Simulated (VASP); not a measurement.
Wanted: the native input for a VASP 6.6.1 run.

* Task: single point
* Functional: PBE
* Potentials or basis: VASP PAW PBE potentials, release 64 (Ge_d)
* Cutoff: 520 eV
* k mesh: 15 × 15 × 15
* Occupations: gaussian, width 0.1 eV
* Spin: no spin polarisation
* Dipole correction: no
* Further INCAR settings: ALGO = Normal; EDIFF = 1e-06; NBANDS = 28

The structure of Ge lies in POSCAR:

```
Ge
1.0
    1.5010824650      0.8666503652      7.4808747019
   -1.5010824650      0.8666503652      7.4808747019
    0.0000000000     -1.7333007304      7.4808747019
Ge
3
Direct
    0.0000000000      0.0000000000      0.0000000000
    0.2230380965      0.2230380965      0.2230380965
    0.7769619035      0.7769619035      0.7769619035
```

These files were run (other wordings do the same):

INCAR

```
SYSTEM = Ge
ALGO = Normal
EDIFF = 1E-6
ENCUT = 520
GGA = PE
ISIF = 2
ISMEAR = 0
LASPH = .TRUE.
LCHARG = .FALSE.
LREAL = .FALSE.
LWAVE = .FALSE.
NBANDS = 28
NELM = 100
PREC = Accurate
SIGMA = 0.1
```

KPOINTS

```
k-points
0
G
  15 15 15
  0 0 0
```

Potentials or basis: VASP PAW PBE potentials, release 64 (Ge_d).

Launch:

```console
$ cat potpaw_PBE.64/Ge_d/POTCAR > POTCAR
$ mpirun -np 1 vasp_std > vasp.out
```

It gave:

```json
{
  "Pressure": "0.1 GPa",
  "Band gap on the k mesh": "zero (bands 21 and 22 overlap by 9.44 eV)"
}
```

Wall time 31 min on 1 thread of Intel(R) Xeon(R) Platinum 8259CL CPU @ 2.50GHz (Skylake/Cascade Lake), on a shared host, peak memory 0.76 GiB.
